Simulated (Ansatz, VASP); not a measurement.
# Al2Au in VASP and in Ansatz

```
Al Au
1.0
     0.00000    3.03309    3.03309
     3.03309    0.00000    3.03309
     3.03309    3.03309    0.00000
Al Au
2 1
Direct
  0.25000 0.25000 0.25000
  0.75000 0.75000 0.75000
  0.00000 0.00000 0.00000
```

Alike in both runs: task single point; functional PBE; k mesh 12 × 12 × 12; occupations gaussian, width 0.1 eV; no spin polarisation.

```csv
,VASP,Ansatz
version,VASP 6.6.1,Ansatz 0.2.0
potentials or method,"VASP PAW PBE potentials, release 64 (Al, Au), cutoff 520 eV","scalar-relativistic, plane waves, PAW"
valence electrons in the cell,17,25
```

```csv
,VASP,Ansatz,Ansatz less VASP
gap on the k mesh at the Fermi level (eV),none,none,-
pressure (GPa),-0.5,-0.3,+0.23
```

A gap of «none» marks a metal or a gap that the smearing closes. VASP's potentials hold 17 valence electrons a cell and Ansatz's 25, so a difference there can come from the potentials and not from the codes.

Spin-orbit coupling is off throughout.
